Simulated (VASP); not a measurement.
# Nb (Fm-3m) in VASP: a series of runs

Nb is run at these levels: PBE; tasks: single point.

Program: VASP 6.6.1. These are calculated values, not measurements. Logs are shortened: lines on timing, memory, paths and dates and some standing lists are left out, and cuts for length are marked.

### 1 The cell of the first run

Symmetry: Fm-3m, No. 225, cubic system. Conventional cell: a = 4.230 Å, b = 4.230 Å, c = 4.230 Å, α = 90.00°, β = 90.00°, γ = 90.00°. Within 3.9 Å of Nb (site symmetry m-3m) lie 12 Nb at 2.99 Å.

This isn't the form of Nb at room conditions, which is bcc.

### 2 Single point, PBE

Contents of INCAR:

```
  PREC = Accurate
  ENCUT = 520
  EDIFF = 1E-6
  ISMEAR = -1
  SIGMA = 0.05
  LREAL = F
  LASPH = T
  NELM = 60
  ALGO = Fast
  ISIF = 2
  LWAVE = F
  LCHARG = F
  GGA = PE
  NBANDS = 12
```

Contents of KPOINTS:

```
regular mesh
0
Gamma
  10 10 10
```

Contents of POSCAR:

```
Nb
1.0
    0.0000000000      2.1150000000      2.1150000000
    2.1150000000      0.0000000000      2.1150000000
    2.1150000000      2.1150000000      0.0000000000
Nb
1
Direct
    0.0000000000      0.0000000000      0.0000000000
```

Potentials or basis: VASP PAW PBE potentials, release 64 (Nb_sv).

Command:

```console
> cat potpaw_PBE.64/Nb_sv/POTCAR > POTCAR
> mpirun -np 1 vasp_std > vasp.out
```

OUTCAR:

```text
PREC = Accurate
   ENCUT = 520
   EDIFF = 1E-6
   ISMEAR = -1
   LREAL = F
   LASPH = T
   NELM = 60
   ISIF = 2
   GGA = PE

 ion  position               nearest neighbor table
   1  0.000  0.000  0.000-

  LATTYP: Found a face centered cubic cell.
 ALAT       =     4.2300000000

  Lattice vectors:

 A1 = (   0.0000000000,   2.1150000000,   2.1150000000)
 A2 = (   2.1150000000,   0.0000000000,   2.1150000000)
 A3 = (   2.1150000000,   2.1150000000,   0.0000000000)

Analysis of symmetry for initial positions (statically):
=====================================================================
 Subroutine PRICEL returns:
 Original cell was already a primitive cell.

 Routine SETGRP: Setting up the symmetry group for a
 face centered cubic supercell.

 Subroutine GETGRP returns: Found 48 space group operations
 (whereof 48 operations were pure point group operations)
 out of a pool of 48 trial point group operations.

The static configuration has the point symmetry O_h .

Analysis of symmetry for dynamics (positions and initial velocities):
=====================================================================
 Subroutine PRICEL returns:
 Original cell was already a primitive cell.

 Routine SETGRP: Setting up the symmetry group for a
 face centered cubic supercell.

 Subroutine GETGRP returns: Found 48 space group operations
 (whereof 48 operations were pure point group operations)
 out of a pool of 48 trial point group operations.

The dynamic configuration has the point symmetry O_h .

 Subroutine INISYM returns: Found 48 space group operations
 (whereof 48 operations are pure point group operations),
 and found     1 'primitive' translations

----------------------------------------------------------------------------------------

                                     Primitive cell

  volume of cell :      18.9217

  direct lattice vectors                    reciprocal lattice vectors
     0.000000000  2.115000000  2.115000000    -0.236406619  0.236406619  0.236406619
     2.115000000  0.000000000  2.115000000     0.236406619 -0.236406619  0.236406619
     2.115000000  2.115000000  0.000000000     0.236406619  0.236406619 -0.236406619

  length of vectors
     2.991061684  2.991061684  2.991061684     0.409468276  0.409468276  0.409468276

  position of ions in fractional coordinates (direct lattice)
     0.000000000  0.000000000  0.000000000

  ion indices of the primitive-cell ions
   primitive index   ion index
                 1           1

----------------------------------------------------------------------------------------

 KPOINTS: regular mesh

Automatic generation of k-mesh.
 Grid dimensions read from file:
 generate k-points for:   10   10   10

 Generating k-lattice:

  Cartesian coordinates                     Fractional coordinates (reciprocal lattice)
    -0.023640662  0.023640662  0.023640662     0.100000000  0.000000000  0.000000000
     0.023640662 -0.023640662  0.023640662     0.000000000  0.100000000  0.000000000
     0.023640662  0.023640662 -0.023640662     0.000000000  0.000000000  0.100000000

  Length of vectors
     0.040946828  0.040946828  0.040946828

  Shift w.r.t. Gamma in fractional coordinates (k-lattice)
     0.000000000  0.000000000  0.000000000

 Subroutine IBZKPT returns following result:
 ===========================================

 Found     47 irreducible k-points:

 Following reciprocal coordinates:
            Coordinates               Weight
  0.000000  0.000000  0.000000      1.000000
  0.100000  0.000000  0.000000      8.000000
  0.200000  0.000000  0.000000      8.000000
  0.300000  0.000000  0.000000      8.000000
  0.400000  0.000000  0.000000      8.000000
  0.500000  0.000000  0.000000      4.000000
[... 16 lines left out ...]
  0.300000  0.300000  0.000000      6.000000
  0.400000  0.300000  0.000000     24.000000
 [... further k-points ...]
   k-points           NKPTS =     47   k-points in BZ     NKDIM =     47   number of bands    NBANDS=     12
   number of dos      NEDOS =    301   number of ions     NIONS =      1
   total plane-waves  NPLWV =  13824
   dimension x,y,z NGX =    24 NGY =   24 NGZ =   24
   dimension x,y,z NGXF=    48 NGYF=   48 NGZF=   48
   ions per type =               1
   NGX,Y,Z   is equivalent  to a cutoff of  13.34, 13.34, 13.34 a.u.
   NGXF,Y,Z  is equivalent  to a cutoff of  26.68, 26.68, 26.68 a.u.
 SYSTEM =  unknown system
   PREC   = accura    normal or accurate (medium, high low for compatibility)
   ISTART =      0    job   : 0-new  1-cont  2-samecut
   ICHARG =      2    charge: 1-file 2-atom 10-const
   ISPIN  =      1    spin polarized calculation?
   LNONCOLLINEAR =      F non collinear calculations
   LSORBIT =      F    spin-orbit coupling
   LASPH  =      T    aspherical Exc in radial PAW
   ENCUT  =  520.0 eV  38.22 Ry    6.18 a.u.   5.56  5.56  5.56*2*pi/ulx,y,z
   NELM   =     60;   NELMIN=  2; NELMDL= -5     # of ELM steps
   EDIFF  = 0.1E-05   stopping-criterion for ELM
   LREAL  =      F    real-space projection
   EDIFFG = 0.1E-04   stopping-criterion for IOM
   NSW    =      0    number of steps for IOM
   IBRION =     -1    ionic relax: 0-MD 1-quasi-New 2-CG
   NFREE  =      0    steps in history (QN), initial steepest desc. (CG)
   ISIF   =      2    stress and relaxation
   ISYM   =      2    0-nonsym 1-usesym 2-fastsym
   POTIM  = 0.5000    time-step for ionic-motion
   TEBEG  =    0.0;   TEEND  =   0.0 temperature during run
   PSTRESS=    0.0 pullay stress
   NELECT =      13.0000    total number of electrons
   NUPDOWN=      -1.0000    fix difference up-down
   EMIN   =  10.00;   EMAX   =-10.00  energy-range for DOS
   EFERMI =   0.00;   METHOD = LEGACY
   ISMEAR =    -1;   SIGMA  =   0.05  broadening in eV -4-tet -1-fermi 0-gaus
   EFERMI_NEDOS =   21; number of points for ismear=-14 and -15
   IALGO  =     68    algorithm
   IMIX   =      4    mixing-type and parameters
     AMIX     =   0.40;   BMIX     =  1.00
     AMIX_MAG =   1.60;   BMIX_MAG =  1.00
  volume/ion in A,a.u.               =      18.92       127.69
  Fermi-wavevector in a.u.,A,eV,Ry     =   1.444560  2.729823 28.392005  2.086754
  Thomas-Fermi vector in A             =   2.562841
   LORBIT       =      0    0 simple, 1 ext, 2 COOP (PROOUT), +10 PAW based schemes
   GGA     = PE    functional components
   LHFCALC =     F    Hartree Fock is set to
   AEXX    =    0.0000 exact exchange contribution
   IVDW    =     0    specifies the selected vdW correction
   LEPSILON=     F    determine dielectric tensor
   LRPA    =     F    only Hartree local field effects (RPA)
 non-spin polarized calculation
 RMM-DIIS sequential band-by-band and
  energy-cutoff  :      520.00
  volume of cell :       18.92
 maximum number of plane-waves:       532
 NGX is ok and might be reduce to    24
   NGX = 11   NGY = 11   NGZ = 11

 number of electron      13.0000001 magnetization

 Free energy of the ion-electron system (eV)
  ---------------------------------------------------
  ext. energy  EPLUGINS =         0.00000000
  ---------------------------------------------------
  free energy    TOTEN  =        -9.90956132 eV

  energy without entropy =       -9.89814557  energy(sigma->0) =       -9.90385344

 E-fermi :  10.8311     XC(G=0): -12.2514

 val. band max:       10.8127526091   @ k =  -0.3000   0.1000   0.0000
 cond. band min:      10.8562116797   @ k =  -0.4000   0.3000   0.0000
 fundamental gap:      0.0434590706
 Fermi energy:        10.8310504125

 k-point     1 :       0.0000    0.0000    0.0000
  band No.  band energies     occupation
      1     -43.9593      2.00000
      2     -19.3607      2.00000
      3     -19.3607      2.00000
      4     -19.3607      2.00000
      5       4.6459      2.00000
      6      10.9578      0.14687
      7      10.9578      0.14686
      8      10.9578      0.14686
      9      13.5209      0.00000
     10      13.5209      0.00000
     11      22.6629      0.00000
     12      27.4045      0.00000

 k-point     2 :       0.1000    0.0000    0.0000
  band No.  band energies     occupation
      1     -43.9418      2.00000
      2     -19.4780      2.00000
      3     -19.3753      2.00000
      4     -19.3753      2.00000
      5       5.0085      2.00000
      6      10.6902      1.88717
      7      11.1173      0.00651
      8      11.1173      0.00651
      9      13.3880      0.00000
     10      13.3880      0.00000
     11      23.3709      0.00000
     12      26.0906      0.00000

 k-point     3 :       0.2000    0.0000    0.0000
  band No.  band energies     occupation
      1     -43.8957      2.00000
      2     -19.7773      2.00000
      3     -19.4132      2.00000
      4     -19.4132      2.00000
      5       5.9336      2.00000
      6      10.2294      1.99999
      7      11.3516      0.00006
      8      11.3516      0.00006
      9      13.3473      0.00000
     10      13.3473      0.00000
     11      23.8438      0.00000
     12      25.3781      0.00000
[... 286 lines left out ...]
 k-point    23 :       0.3000    0.3000    0.0000
  band No.  band energies     occupation
      1     -43.7981      2.00000
      2     -20.0935      2.00000
      3     -19.6323      2.00000
      4     -19.6323      2.00000
      5       7.2926      2.00000
      6       8.4830      2.00000
      7      11.6170      0.00000
      8      13.4563      0.00000
      9      13.4563      0.00000
     10      14.6899      0.00000
     11      26.1655      0.00000
     12      26.1743      0.00000

 k-point    24 :       0.4000    0.3000    0.0000
  band No.  band energies     occupation
      1     -43.7609      2.00000
      2     -20.2422      2.00000
      3     -19.7158      2.00000
      4     -19.6777      2.00000
      5       7.4618      2.00000
      6       8.2586      2.00000
      7      11.6657      0.00000
      8      13.6685      0.00000
      9      14.9732      0.00000
     10      15.3344      0.00000
     11      23.7945      0.00000
     12      25.0835      0.00000

 [... further k-points ...]

------------------------ aborting loop because EDIFF is reached ----------------------------------------

  FORCE on cell =-STRESS in cart. coord.  units (eV):
  Direction    XX          YY          ZZ          XY          YZ          ZX
  --------------------------------------------------------------------------------------
  -------------------------------------------------------------------------------------
  Total       -0.2023492     -0.2023492     -0.2023492      0.0000000     -0.0000000     -0.0000000
  in kB      -17.1336940    -17.1336940    -17.1336940      0.0000000     -0.0000000     -0.0000000
  external PRESSURE =     -17.1336940 kB  Pullay stress =       0.0000000 kB

 VOLUME and BASIS-vectors are now :
 -----------------------------------------------------------------------------
  energy-cutoff  :      520.00
  volume of cell :       18.92
      direct lattice vectors                 reciprocal lattice vectors
     0.000000000  2.115000000  2.115000000    -0.236406619  0.236406619  0.236406619
     2.115000000  0.000000000  2.115000000     0.236406619 -0.236406619  0.236406619
     2.115000000  2.115000000  0.000000000     0.236406619  0.236406619 -0.236406619

 POSITION                                       TOTAL-FORCE (eV/Angst)
 -----------------------------------------------------------------------------------
      0.00000      0.00000      0.00000         0.000000      0.000000      0.000000
 -----------------------------------------------------------------------------------
    total drift:                               -0.000000     -0.000000      0.000000

  FREE ENERGIE OF THE ION-ELECTRON SYSTEM (eV)
  ---------------------------------------------------
  free  energy   TOTEN  =        -9.9095613239 eV

  energy  without entropy=       -9.8981455652  energy(sigma->0) =       -9.90385344
```

It took 20 s on 1 thread of AMD EPYC 7R13 (Zen 3), shared host; peak memory 0.11 GiB.

Results:

- Free energy: -9.9096 eV
- Pressure: -1.7 GPa
- Band gap on the k mesh: zero (an odd number of electrons rules out a gap without spin polarisation)

(Part 1 of 3 ends here.)

The gap in the log of VASP goes by the Fermi energy; the results here count the filled bands.